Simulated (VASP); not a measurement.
Set up this calculation in VASP 6.6.1, as the native input.

```
Task                   : single point
Functional             : BLYP
Potentials or basis    : VASP PAW PBE potentials, release 64 (Si, C)
Cutoff                 : 520 eV
k mesh                 : 10 × 10 × 5
Occupations            : fermi-dirac, width 0.05 eV
Spin                   : no spin polarisation
Dipole correction      : no
Further INCAR settings : ALGO = Normal; EDIFF = 1e-07; NBANDS = 16
```

The structure of SiC (Moissanite) lies in POSCAR:

```
SiC
1.0
    3.0760000000      0.0000000000      0.0000000000
   -1.5380000000      2.6638941420      0.0000000000
    0.0000000000      0.0000000000      5.0480000000
Si C
2 2
Direct
    0.6666666667      0.3333333333      0.5000000000
    0.3333333333      0.6666666667      0.0000000000
    0.6666666667      0.3333333333      0.8850000000
    0.3333333333      0.6666666667      0.3850000000
```

These files were run (other wordings do the same):

INCAR

```
SYSTEM = SiC
PREC = Accurate
ENCUT = 520
EDIFF = 1E-7
ISMEAR = -1
SIGMA = 0.05
LREAL = .FALSE.
LASPH = .TRUE.
NELM = 100
ALGO = Normal
ISIF = 2
LWAVE = .FALSE.
LCHARG = .TRUE.
GGA = B5
ALDAX = 1.0
AGGAX = 1.0
AGGAC = 1.0
ALDAC = 0.0
LELF = .TRUE.
LVHAR = .TRUE.
NBANDS = 16
```

KPOINTS

```
regular mesh
0
G
  10 10 5
  0 0 0
```

Potentials or basis: VASP PAW PBE potentials, release 64 (Si, C).

Run with:

```console
$ cat potpaw_PBE.64/Si/POTCAR potpaw_PBE.64/C/POTCAR > POTCAR
$ mpirun -np 1 vasp_std > vasp.out
```

Results of the run:

* Pressure: 8.9 GPa
* Largest force: 0.762 eV/Å
* Band gap on the k mesh: 2.83 eV, indirect (least direct gap 4.34 eV)

Caveat: the PAW data sets were made with another functional, which shifts forces and pressure a little.

It took 76 s on 1 thread of AMD EPYC 7R13, with other jobs on the host, peak memory 0.13 GiB.
